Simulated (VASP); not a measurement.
Write the native input for VASP 6.6.1 that does the following.

```
Task                               : relaxation of shape and atoms at fixed volume
Functional                         : HSE06
Potentials or basis                : VASP PAW PBE potentials, release 64 (Al)
Cutoff                             : 600 eV
k mesh                             : 8 × 8 × 6
Occupations                        : gaussian, width 0.05 eV
Spin                               : no spin polarisation
Dipole correction                  : no
Grid for exact exchange (PRECFOCK) : Normal
Further INCAR settings             : ALGO = Normal; EDIFF = 1e-06; IBRION = 2; EDIFFG = -0.01; NSW = 60; ISIF = 4
Share of exact exchange            : 0.25
Screening parameter                : 0.2079 1/Å
```

Al:

```
Al
1.0
     2.87384    0.00000    0.00000
    -1.43692    2.48882    0.00000
     0.00000    0.00000    4.59531
Al
2
Direct
  0.33333 0.66667 0.75000
  0.66667 0.33333 0.25000
```

This isn't the form of Al at room conditions, which is fcc.

One way to write it, as run:

POSCAR

```
Al
1.0
    2.8738396367      0.0000000000      0.0000000000
   -1.4369198184      2.4888181318      0.0000000000
    0.0000000000      0.0000000000      4.5953083097
Al
2
Direct
    0.3333333333      0.6666666667      0.7500000000
    0.6666666667      0.3333333333      0.2500000000
```

INCAR.step1

```
SYSTEM = Al
PREC     = Accurate       ! precision mode
ENCUT    = 600            ! plane-wave cutoff, eV
EDIFF    = 1E-5           ! SCF threshold, eV
ISMEAR   = 0              ! smearing method
SIGMA    = 0.05           ! smearing width, eV
LREAL    = .FALSE.        ! projectors in reciprocal space
LASPH    = .TRUE.         ! aspherical terms in the spheres
NELM     = 80             ! most SCF steps
ALGO     = Normal         ! electronic algorithm
LWAVE    = .TRUE.         ! write WAVECAR
LCHARG   = .FALSE.        ! write CHGCAR
GGA      = PE             ! functional
NBANDS   = 10             ! bands
```

INCAR.step2

```
SYSTEM = Al
PREC     = Accurate       ! precision mode
ENCUT    = 600            ! plane-wave cutoff, eV
EDIFF    = 1E-6           ! SCF threshold, eV
ISMEAR   = 0              ! smearing method
SIGMA    = 0.05           ! smearing width, eV
LREAL    = .FALSE.        ! projectors in reciprocal space
LASPH    = .TRUE.         ! aspherical terms in the spheres
NELM     = 80             ! most SCF steps
ALGO     = Normal         ! electronic algorithm
ISIF     = 4              ! what is computed and relaxed
LWAVE    = .FALSE.        ! write WAVECAR
LCHARG   = .FALSE.        ! write CHGCAR
GGA      = PE             ! functional
LHFCALC  = .TRUE.         ! exact exchange
HFSCREEN = 0.2079         ! screening, 1/A
PRECFOCK = Normal       
IBRION   = 2              ! ionic algorithm
NSW      = 60             ! ionic steps
EDIFFG   = -0.01          ! ionic threshold
ISTART   = 1
```

KPOINTS

```
regular mesh
0
G
  8 8 6
  0 0 0
```

Potentials or basis: VASP PAW PBE potentials, release 64 (Al).

Launch:

```console
$ cat potpaw_PBE.64/Al/POTCAR > POTCAR
$ cp INCAR.step1 INCAR
$ mpirun -np 1 vasp_std > vasp.out
$ cp INCAR.step2 INCAR
$ mpirun -np 1 vasp_std > vasp.out
```

Results of the run:

| Quantity | Value |
| --- | --- |
| Pressure after relaxing | 0.0 GPa |
| Band gap on the k mesh | zero (bands 3 and 4 overlap by 8.77 eV) |

Caveat: the relaxation stopped at its first step, so nothing moved; the PAW data sets were made with another functional, which shifts forces and pressure a little.

Wall time 20 min on 1 thread of Oxide Virtual Turin-like Processor (shared host), peak memory 0.24 GiB.
